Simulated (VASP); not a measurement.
# MgO (CsCl type) (Pm-3m) in VASP: a series of runs

MgO (CsCl type) is run at these levels: PBE; tasks: single point.

All numbers are computed with VASP 6.6.1; they aren't measurements. Logs are shortened: lines on timing, memory, paths and dates and some standing lists are left out, and cuts for length are marked.

## (1) The cell of the first run

The structure is cubic, space group Pm-3m (No. 221). Conventional cell: a = 2.384 Å, b = 2.384 Å, c = 2.384 Å, α = 90.00°, β = 90.00°, γ = 90.00°. Within 2.7 Å of Mg (site symmetry m-3m) lie 8 O at 2.06 Å and 6 Mg at 2.38 Å. O (site symmetry m-3m) has 8 Mg at 2.06 Å and 6 O at 2.38 Å within 2.7 Å.

## (2) Single point, PBE (volume scaled by 0.72)

INCAR

```
SYSTEM = MgO
ALGO     = Normal         ! electronic algorithm
EDIFF    = 1E-7           ! SCF threshold, eV
ENCUT    = 520            ! plane-wave cutoff, eV
GGA      = PE             ! functional
ISIF     = 2              ! what is computed and relaxed
ISMEAR   = -1             ! smearing method
LASPH    = .TRUE.         ! aspherical terms in the spheres
LCHARG   = .FALSE.        ! write CHGCAR
LREAL    = .FALSE.        ! projectors in reciprocal space
LWAVE    = .FALSE.        ! write WAVECAR
NBANDS   = 11             ! bands
NELM     = 100            ! most SCF steps
PREC     = Accurate       ! precision mode
SIGMA    = 0.08           ! smearing width, eV
```

KPOINTS

```
k-points
0
G
  15 15 15
  0 0 0
```

POSCAR

```
MgO
1.0
    2.3839938052      0.0000000000      0.0000000000
    0.0000000000      2.3839938052      0.0000000000
    0.0000000000      0.0000000000      2.3839938052
Mg O
1 1
Direct
    0.0000000000      0.0000000000      0.0000000000
    0.5000000000      0.5000000000      0.5000000000
```

Potentials or basis: VASP PAW PBE potentials, release 64 (Mg, O).

Started as:

```console
> cat potpaw_PBE.64/Mg/POTCAR potpaw_PBE.64/O/POTCAR > POTCAR
> mpirun -np 1 vasp_std > vasp.out
```

OUTCAR:

```text
SYSTEM = MgO
   EDIFF = 1E-7
   ENCUT = 520
   GGA = PE
   ISIF = 2
   ISMEAR = -1
   LASPH = .TRUE.
   LREAL = .FALSE.
   NELM = 100
   PREC = Accurate

 ion  position               nearest neighbor table
   1  0.000  0.000  0.000-   2 2.06   2 2.06   2 2.06   2 2.06   2 2.06   2 2.06   2 2.06   2 2.06

   2  0.500  0.500  0.500-   1 2.06   1 2.06   1 2.06   1 2.06   1 2.06   1 2.06   1 2.06   1 2.06

  LATTYP: Found a simple cubic cell.
 ALAT       =     2.3839938052

  Lattice vectors:

 A1 = (   2.3839938052,   0.0000000000,   0.0000000000)
 A2 = (   0.0000000000,   2.3839938052,   0.0000000000)
 A3 = (   0.0000000000,   0.0000000000,   2.3839938052)

Analysis of symmetry for initial positions (statically):
=====================================================================
 Subroutine PRICEL returns:
 Original cell was already a primitive cell.

 Routine SETGRP: Setting up the symmetry group for a
 simple cubic supercell.

 Subroutine GETGRP returns: Found 48 space group operations
[... 9 lines left out ...]

 Routine SETGRP: Setting up the symmetry group for a
 simple cubic supercell.

 Subroutine GETGRP returns: Found 48 space group operations
[... 11 lines left out ...]
                                     Primitive cell

  volume of cell :      13.5493

  direct lattice vectors                    reciprocal lattice vectors
     2.383993805  0.000000000  0.000000000     0.419464177  0.000000000  0.000000000
     0.000000000  2.383993805  0.000000000     0.000000000  0.419464177  0.000000000
     0.000000000  0.000000000  2.383993805     0.000000000  0.000000000  0.419464177

  length of vectors
     2.383993805  2.383993805  2.383993805     0.419464177  0.419464177  0.419464177

  position of ions in fractional coordinates (direct lattice)
     0.000000000  0.000000000  0.000000000
     0.500000000  0.500000000  0.500000000

  ion indices of the primitive-cell ions
   primitive index   ion index
                 1           1
                 2           2

----------------------------------------------------------------------------------------

 KPOINTS: k-points

Automatic generation of k-mesh.
 Grid dimensions read from file:
 generate k-points for:   15   15   15

 Generating k-lattice:

  Cartesian coordinates                     Fractional coordinates (reciprocal lattice)
     0.027964278  0.000000000  0.000000000     0.066666667  0.000000000  0.000000000
     0.000000000  0.027964278  0.000000000     0.000000000  0.066666667  0.000000000
     0.000000000  0.000000000  0.027964278     0.000000000  0.000000000  0.066666667

  Length of vectors
     0.027964278  0.027964278  0.027964278

  Shift w.r.t. Gamma in fractional coordinates (k-lattice)
     0.000000000  0.000000000  0.000000000

 Subroutine IBZKPT returns following result:
 ===========================================

 Found    120 irreducible k-points:

 Following reciprocal coordinates:
            Coordinates               Weight
  0.000000  0.000000  0.000000      1.000000
  0.066667  0.000000  0.000000      6.000000
  0.133333  0.000000  0.000000      6.000000
  0.200000  0.000000  0.000000      6.000000
  0.266667  0.000000  0.000000      6.000000
  0.333333  0.000000  0.000000      6.000000
[... 16 lines left out ...]
  0.266667  0.200000  0.000000     24.000000
  0.333333  0.200000  0.000000     24.000000
 [... further k-points ...]
   k-points           NKPTS =    120   k-points in BZ     NKDIM =    120   number of bands    NBANDS=     11
   number of dos      NEDOS =    301   number of ions     NIONS =      2
   total plane-waves  NPLWV =   5832
   dimension x,y,z NGX =    18 NGY =   18 NGZ =   18
   dimension x,y,z NGXF=    36 NGYF=   36 NGZF=   36
   ions per type =               1   1
   NGX,Y,Z   is equivalent  to a cutoff of  12.55, 12.55, 12.55 a.u.
   NGXF,Y,Z  is equivalent  to a cutoff of  25.10, 25.10, 25.10 a.u.
 SYSTEM =  MgO
   PREC   = accura    normal or accurate (medium, high low for compatibility)
   ISTART =      0    job   : 0-new  1-cont  2-samecut
   ICHARG =      2    charge: 1-file 2-atom 10-const
   ISPIN  =      1    spin polarized calculation?
   LNONCOLLINEAR =      F non collinear calculations
   LSORBIT =      F    spin-orbit coupling
   LASPH  =      T    aspherical Exc in radial PAW
   ENCUT  =  520.0 eV  38.22 Ry    6.18 a.u.   4.43  4.43  4.43*2*pi/ulx,y,z
   NELM   =    100;   NELMIN=  2; NELMDL= -5     # of ELM steps
   EDIFF  = 0.1E-06   stopping-criterion for ELM
   LREAL  =      F    real-space projection
   EDIFFG = 0.1E-05   stopping-criterion for IOM
   NSW    =      0    number of steps for IOM
   IBRION =     -1    ionic relax: 0-MD 1-quasi-New 2-CG
   NFREE  =      0    steps in history (QN), initial steepest desc. (CG)
   ISIF   =      2    stress and relaxation
   ISYM   =      2    0-nonsym 1-usesym 2-fastsym
   POTIM  = 0.5000    time-step for ionic-motion
   TEBEG  =    0.0;   TEEND  =   0.0 temperature during run
   PSTRESS=    0.0 pullay stress
   NELECT =       8.0000    total number of electrons
   NUPDOWN=      -1.0000    fix difference up-down
   EMIN   =  10.00;   EMAX   =-10.00  energy-range for DOS
   EFERMI =   0.00;   METHOD = LEGACY
   ISMEAR =    -1;   SIGMA  =   0.08  broadening in eV -4-tet -1-fermi 0-gaus
   EFERMI_NEDOS =   21; number of points for ismear=-14 and -15
   IALGO  =     38    algorithm
   IMIX   =      4    mixing-type and parameters
     AMIX     =   0.40;   BMIX     =  1.00
     AMIX_MAG =   1.60;   BMIX_MAG =  1.00
  volume/ion in A,a.u.               =       6.77        45.72
  Fermi-wavevector in a.u.,A,eV,Ry     =   1.373408  2.595366 25.663998  1.886251
  Thomas-Fermi vector in A             =   2.498928
   LORBIT       =      0    0 simple, 1 ext, 2 COOP (PROOUT), +10 PAW based schemes
   GGA     = PE    functional components
   LHFCALC =     F    Hartree Fock is set to
   AEXX    =    0.0000 exact exchange contribution
   IVDW    =     0    specifies the selected vdW correction
   LEPSILON=     F    determine dielectric tensor
   LRPA    =     F    only Hartree local field effects (RPA)
 non-spin polarized calculation
  energy-cutoff  :      520.00
  volume of cell :       13.55
 maximum number of plane-waves:       376
 NGX is ok and might be reduce to    18
   NGX =  9   NGY =  9   NGZ =  9

 number of electron       7.9999994 magnetization

 Free energy of the ion-electron system (eV)
  ---------------------------------------------------
  ext. energy  EPLUGINS =         0.00000000
  ---------------------------------------------------
  free energy    TOTEN  =        -9.30833375 eV

  energy without entropy =       -9.30833375  energy(sigma->0) =       -9.30833375

 E-fermi :   9.8641     XC(G=0): -12.8099

 val. band max:        8.1922264979   @ k =   0.4667   0.4667   0.0000
 cond. band min:      14.1610551862   @ k =   0.0000   0.0000   0.0000
 fundamental gap:      5.9688286882
 Fermi energy:         9.8641426821

 k-point     1 :       0.0000    0.0000    0.0000
  band No.  band energies     occupation
      1     -12.7160      2.00000
      2       6.8299      2.00000
      3       6.8299      2.00000
      4       6.8299      2.00000
      5      14.1611      0.00000
      6      19.0746      0.00000
      7      19.0746      0.00000
      8      34.0032      0.00000
      9      34.0032      0.00000
     10      34.0032      0.00000
     11      39.9346      0.00000

 k-point     2 :       0.0667    0.0000    0.0000
  band No.  band energies     occupation
      1     -12.6473      2.00000
      2       6.3701      2.00000
      3       6.8513      2.00000
      4       6.8513      2.00000
      5      14.4181      0.00000
      6      19.1892      0.00000
      7      19.3504      0.00000
      8      33.8411      0.00000
      9      33.8411      0.00000
     10      34.0205      0.00000
     11      39.3975      0.00000

 k-point     3 :       0.1333    0.0000    0.0000
  band No.  band energies     occupation
      1     -12.4463      2.00000
      2       5.2386      2.00000
      3       6.9124      2.00000
      4       6.9124      2.00000
      5      15.0037      0.00000
      6      19.5323      0.00000
      7      20.0635      0.00000
      8      33.3519      0.00000
      9      33.3519      0.00000
     10      34.1582      0.00000
     11      38.3795      0.00000

 k-point     4 :       0.2000    0.0000    0.0000
  band No.  band energies     occupation
      1     -12.1307      2.00000
      2       3.8329      2.00000
      3       7.0040      2.00000
      4       7.0040      2.00000
      5      15.6899      0.00000
      6      20.1018      0.00000
      7      20.8990      0.00000
      8      32.5797      0.00000
      9      32.5797      0.00000
     10      34.6273      0.00000
     11      36.1716      0.00000

 k-point     5 :       0.2667    0.0000    0.0000
  band No.  band energies     occupation
      1     -11.7327      2.00000
      2       2.4198      2.00000
      3       7.1118      2.00000
      4       7.1118      2.00000
      5      16.4059      0.00000
      6      20.8922      0.00000
      7      21.5029      0.00000
      8      31.6805      0.00000
      9      31.6805      0.00000
     10      33.5283      0.00000
     11      35.6634      0.00000

 k-point     6 :       0.3333    0.0000    0.0000
  band No.  band energies     occupation
      1     -11.3062      2.00000
      2       1.1706      2.00000
      3       7.2177      2.00000
      4       7.2177      2.00000
      5      17.1242      0.00000
      6      21.6972      0.00000
      7      21.8894      0.00000
      8      30.8480      0.00000
      9      30.8480      0.00000
     10      31.1372      0.00000
     11      36.5043      0.00000

 k-point     7 :       0.4000    0.0000    0.0000
  band No.  band energies     occupation
      1     -10.9317      2.00000
      2       0.2237      2.00000
      3       7.3023      2.00000
      4       7.3023      2.00000
      5      17.7780      0.00000
      6      21.5621      0.00000
      7      23.0472      0.00000
      8      29.0481      0.00000
      9      30.2255      0.00000
     10      30.2255      0.00000
     11      36.2674      0.00000

 k-point     8 :       0.4667    0.0000    0.0000
  band No.  band energies     occupation
      1     -10.7067      2.00000
      2      -0.2936      2.00000
      3       7.3494      2.00000
      4       7.3494      2.00000
      5      18.2123      0.00000
      6      21.3527      0.00000
      7      24.1384      0.00000
      8      27.4912      0.00000
      9      29.8960      0.00000
     10      29.8960      0.00000
     11      36.1534      0.00000
[... 141 lines left out ...]
 k-point    19 :       0.3333    0.1333    0.0000
  band No.  band energies     occupation
      1     -11.0876      2.00000
      2       1.4231      2.00000
      3       5.9767      2.00000
      4       7.3358      2.00000
      5      17.8358      0.00000
      6      20.9658      0.00000
      7      22.3312      0.00000
      8      29.0888      0.00000
      9      30.8712      0.00000
     10      32.8073      0.00000
     11      34.8334      0.00000

 k-point    20 :       0.4000    0.1333    0.0000
  band No.  band energies     occupation
      1     -10.7292      2.00000
      2       0.5041      2.00000
      3       6.1333      2.00000
      4       7.4286      2.00000
      5      18.4916      0.00000
      6      20.7147      0.00000
      7      22.8456      0.00000
      8      28.2376      0.00000
      9      30.2374      0.00000
     10      32.4575      0.00000
     11      34.7291      0.00000

 k-point    21 :       0.4667    0.1333    0.0000
  band No.  band energies     occupation
      1     -10.5146      2.00000
      2       0.0025      2.00000
      3       6.2217      2.00000
      4       7.4803      2.00000
      5      19.0136      0.00000
      6      20.3387      0.00000
      7      23.2505      0.00000
      8      27.6606      0.00000
      9      29.8992      0.00000
     10      32.2610      0.00000
     11      34.6870      0.00000

 k-point    22 :       0.2000    0.2000    0.0000
  band No.  band energies     occupation
      1     -11.5887      2.00000
      2       3.9587      2.00000
      3       4.5494      2.00000
      4       7.2117      2.00000
      5      17.1169      0.00000
      6      20.5676      0.00000
      7      21.9011      0.00000
      8      30.0042      0.00000
      9      32.2686      0.00000
     10      33.3688      0.00000
     11      34.3831      0.00000

 k-point    23 :       0.2667    0.2000    0.0000
  band No.  band energies     occupation
      1     -11.2228      2.00000
      2       2.8654      2.00000
      3       4.5746      2.00000
      4       7.3408      2.00000
      5      17.7479      0.00000
      6      20.4404      0.00000
      7      22.4230      0.00000
      8      29.3668      0.00000
      9      31.6809      0.00000
     10      32.8865      0.00000
     11      33.7041      0.00000

 k-point    24 :       0.3333    0.2000    0.0000
  band No.  band energies     occupation
      1     -10.8333      2.00000
      2       1.7122      2.00000
      3       4.8128      2.00000
      4       7.4680      2.00000
      5      18.3071      0.00000
      6      20.1802      0.00000
      7      22.8006      0.00000
      8      28.7311      0.00000
      9      30.8943      0.00000
     10      32.9808      0.00000
     11      33.4745      0.00000

 [... further k-points ...]
[... 5 lines left out ...]
  --------------------------------------------------------------------------------------
  -------------------------------------------------------------------------------------
  Total        7.5052270      7.5052270      7.5052270      0.0000000      0.0000000     -0.0000000
  in kB      887.4809644    887.4809644    887.4809644      0.0000000      0.0000000     -0.0000000
  external PRESSURE =     887.4809644 kB  Pullay stress =       0.0000000 kB

 VOLUME and BASIS-vectors are now :
 -----------------------------------------------------------------------------
  energy-cutoff  :      520.00
  volume of cell :       13.55
      direct lattice vectors                 reciprocal lattice vectors
     2.383993805  0.000000000  0.000000000     0.419464177  0.000000000  0.000000000
     0.000000000  2.383993805  0.000000000     0.000000000  0.419464177  0.000000000
     0.000000000  0.000000000  2.383993805     0.000000000  0.000000000  0.419464177

 POSITION                                       TOTAL-FORCE (eV/Angst)
 -----------------------------------------------------------------------------------
      0.00000      0.00000      0.00000         0.000000      0.000000      0.000000
      1.19200      1.19200      1.19200         0.000000      0.000000      0.000000
 -----------------------------------------------------------------------------------
    total drift:                                0.000000     -0.000000      0.000000

  FREE ENERGIE OF THE ION-ELECTRON SYSTEM (eV)
  ---------------------------------------------------
  free  energy   TOTEN  =        -9.3083337466 eV

  energy  without entropy=       -9.3083337466  energy(sigma->0) =       -9.30833375
```

Wall time 14 s (1 thread of AMD EPYC 7R13, shared host); peak memory 0.13 GiB.

What came out:

| Quantity | Value |
| --- | --- |
| Free energy | -9.3083 eV |
| Pressure | 88.7 GPa |
| Band gap on the k mesh | 5.97 eV, indirect (least direct gap 6.23 eV) |

Levels at points of the mesh, in eV from the valence-band top:
| k point | band 1 | band 2 | band 3 | band 4 | band 5 | band 6 | band 7 | band 8 |
| --- | --- | --- | --- | --- | --- | --- | --- | --- |
| (0.00, 0.00, 0.00) | -20.91 | -1.36 | -1.36 | -1.36 | 5.97 | 10.88 | 10.88 | 25.81 |

 A k mesh can miss the band edges.

## (3) Single point, PBE (volume scaled by 0.8)

INCAR

```
SYSTEM = MgO
ALGO = Normal
EDIFF = 1E-6
ENCUT = 520
GGA = PE
ISIF = 2
ISMEAR = -1
LASPH = .True.
LCHARG = .True.
LELF = .True.
LREAL = .False.
LVHAR = .True.
LWAVE = .False.
NBANDS = 11
NELM = 80
PREC = Accurate
SIGMA = 0.08
```

KPOINTS

```
k-points
0
Gamma
  15 15 15
  0 0 0
```

POSCAR

```
MgO
1.0
    2.4692076818      0.0000000000      0.0000000000
    0.0000000000      2.4692076818      0.0000000000
    0.0000000000      0.0000000000      2.4692076818
Mg O
1 1
Direct
    0.0000000000      0.0000000000      0.0000000000
    0.5000000000      0.5000000000      0.5000000000
```

Potentials or basis: VASP PAW PBE potentials, release 64 (Mg, O).

Started as:

```console
> cat potpaw_PBE.64/Mg/POTCAR potpaw_PBE.64/O/POTCAR > POTCAR
> mpirun -np 1 vasp_std > vasp.out
```

It took 18 s on 1 thread of AMD EPYC 7R13, shared host; peak memory 0.13 GiB.

It converged, with:

```yaml
Free_energy: -9.9395 eV
Pressure: 48.1 GPa
Band_gap_on_the_k_mesh: 4.58 eV, indirect (least direct gap 5.80 eV)
```

Levels at points of the mesh, in eV from the valence-band top:
```tsv
k point	band 2	band 3	band 4	band 5	band 6	band 7
(0.00, 0.00, 0.00)	-1.22	-1.22	-1.22	4.58	10.78	10.78
```

## (4) Single point, PBE (volume scaled by 0.8)

INCAR

```
PREC     = Accurate       # precision mode
ENCUT    = 520            # plane-wave cutoff, eV
EDIFF    = 1E-6           # SCF threshold, eV
ISMEAR   = -1             # smearing method
SIGMA    = 0.08           # smearing width, eV
LREAL    = F              # projectors in reciprocal space
LASPH    = T              # aspherical terms in the spheres
NELM     = 80             # most SCF steps
ALGO     = Normal         # electronic algorithm
ISIF     = 2              # what is computed and relaxed
LWAVE    = F              # write WAVECAR
LCHARG   = T              # write CHGCAR
GGA      = PE             # functional
LELF     = T              # ELF
LVHAR    = T            
NBANDS   = 11             # bands
```

KPOINTS

```
regular mesh
0
Gamma
  15 15 15
```

POSCAR is that of step 3.

Started as:

```console
> cat potpaw_PBE.64/Mg/POTCAR potpaw_PBE.64/O/POTCAR > POTCAR
> mpirun -np 1 vasp_std > vasp.out
```

It took 17 s on 1 thread of AMD EPYC 7R13, shared host; peak memory 0.13 GiB.

Results (log left out):

- Free energy: -9.9395 eV
- Pressure: 48.1 GPa
- Band gap on the k mesh: 4.58 eV, indirect (least direct gap 5.80 eV)

Levels at points of the mesh, in eV from the valence-band top:
| k point | band 2 | band 3 | band 4 | band 5 | band 6 | band 7 |
| --- | --- | --- | --- | --- | --- | --- |
| (0.00, 0.00, 0.00) | -1.22 | -1.22 | -1.22 | 4.58 | 10.78 | 10.78 |
